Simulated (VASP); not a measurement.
Crystal: RbNaF2.

```
Na Rb F
1.0
     1.85955    1.07361    5.87242
    -1.85955    1.07361    5.87242
     0.00000   -2.14722    5.87242
Na Rb F
1 1 2
Direct
  0.00000 0.00000 0.00000
  0.50000 0.50000 0.50000
  0.26530 0.26530 0.26530
  0.73470 0.73470 0.73470
```

This cell differs from its parent crystal: epitaxial xy strain +4.1%.

Base run:

| Quantity | Value |
| --- | --- |
| Program | VASP 6.6.1 |
| Functional | PBE |
| Potentials or basis | VASP PAW PBE potentials, release 64 (Na_pv, Rb_sv, F) |
| Cutoff | 520 eV |
| k mesh | 8 × 8 × 8 |
| Occupations | fermi-dirac, width 0.02 eV |
| Spin | no spin polarisation |

Its results: band gap on the k mesh 5.59 eV; pressure 0.6 GPa; largest force 0.033 eV/Å.

The run is repeated on the same cell with these changes: functional from PBE to r2SCAN; occupations from fermi-dirac, width 0.02 eV to gaussian, width 0.01 eV. What comes out?

Band gap on the k mesh 6.34 eV; pressure -1.6 GPa; largest force 0.025 eV/Å.

Caveats: the PAW data sets were made with another functional, which shifts forces and pressure a little (at least some runs).

A k mesh can miss the band edges.
